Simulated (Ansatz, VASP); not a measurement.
# Ag in VASP and in Ansatz

The input INCAR:

```
SYSTEM = Ag
  ALGO = Normal
  EDIFF = 1E-6
  ENCUT = 520
  GGA = PS
  ISIF = 2
  ISMEAR = 0
  LASPH = .True.
  LCHARG = .False.
  LREAL = .False.
  LWAVE = .False.
  NBANDS = 12
  NELM = 60
  PREC = Accurate
  SIGMA = 0.15
```

Contents of KPOINTS:

```
k-points
0
Gamma
  20 20 20
  0 0 0
```

File POSCAR:

```
Ag
1.0
    0.0000000000      2.0737465000      2.0124535000
    2.0737465000      0.0000000000      2.0124535000
    2.0737465000      2.0737465000      0.0000000000
Ag
1
Direct
    0.0000000000      0.0000000000      0.0000000000
```

Input for Ansatz:

```yaml
crystal:
  lattice:
    - [0.0, 2.0737465, 2.0124535]
    - [2.0737465, 0.0, 2.0124535]
    - [2.0737465, 2.0737465, 0.0]
  atoms:
    - { symbol: Ag, position: [0.0, 0.0, 0.0] }
basis:
  ecutwfc: 420
kpoints:
  mp_grid: { grid: [20, 20, 20] }
hamiltonian:
  xc: pbesol
scf:
  occupations: { method: gaussian, width: 0.15 }
output:
  forces: true
  stress: true
  eigenvalues: true
```

Change from the starting cell: strain +0.015 along x and y, -0.015 along z, atoms carried along.

Alike in both runs: task single point; functional PBEsol; k mesh 20 × 20 × 20; occupations gaussian, width 0.15 eV; no spin polarisation.

|  | VASP | Ansatz |
| --- | --- | --- |
| version | VASP 6.6.1 | Ansatz 0.2.0 |
| potentials or method | VASP PAW PBE potentials, release 64 (Ag), cutoff 520 eV | scalar-relativistic, plane waves, PAW |
| valence electrons in the cell | 11 | 19 |

```tsv
	VASP	Ansatz	Ansatz less VASP
gap on the k mesh at the Fermi level (eV)	none	none	-
pressure (GPa)	-4.2	-4.1	+0.18
traceless stress, the component that is largest in VASP (GPa)	0.67	0.67	+0.003
```

VASP's potentials were made for PBE, not for PBEsol. A gap of «none» marks a metal or a gap that the smearing closes. With one functional, cell and mesh, what is left measures potentials, basis and numerics. VASP's potentials hold 11 valence electrons a cell and Ansatz's 19, so a difference there can come from the potentials and not from the codes.
